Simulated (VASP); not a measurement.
Input of a VASP 6.6.1 run:

Contents of INCAR:

```
SYSTEM = SiC
  PREC = Accurate
  ENCUT = 520
  EDIFF = 1E-7
  ISMEAR = 0
  SIGMA = 0.01
  LREAL = .FALSE.
  LASPH = .TRUE.
  NELM = 60
  ALGO = Normal
  ISIF = 2
  LWAVE = .FALSE.
  LCHARG = .TRUE.
  GGA = PE
  LELF = .TRUE.
  LVHAR = .TRUE.
  NBANDS = 16
```

KPOINTS

```
regular mesh
0
G
  12 12 4
  0 0 0
```

POSCAR

```
SiC
1.0
    3.1944223715      0.0000000000      0.0000000000
   -1.5972111857      2.7664507766      0.0000000000
    0.0000000000      0.0000000000      5.2423420452
Si C
2 2
Direct
    0.3333333333      0.6666666667      0.0000000000
    0.6666666667      0.3333333333      0.5000000000
    0.3333333333      0.6666666667      0.3850000000
    0.6666666667      0.3333333333      0.8850000000
```

Potentials or basis: VASP PAW PBE potentials, release 64 (Si, C).

The run is started by

```bash
$ cat potpaw_PBE.64/Si/POTCAR potpaw_PBE.64/C/POTCAR > POTCAR
$ mpirun -np 1 vasp_std > vasp.out
```

Question: Predict the band gap on the k mesh.

Answer: 2.39 eV (least direct gap 3.67 eV).

Question: Predict the pressure.

Answer: -17.0 GPa.

Question: What does it give for the largest force?

Answer: 0.592 eV/Å.

Stress tensor (GPa, compression positive):
```
-16.63   0.00   0.00
  0.00 -16.63   0.00
  0.00   0.00 -17.67
```

Caveat: the cell stands under tension. A k mesh can miss the band edges.
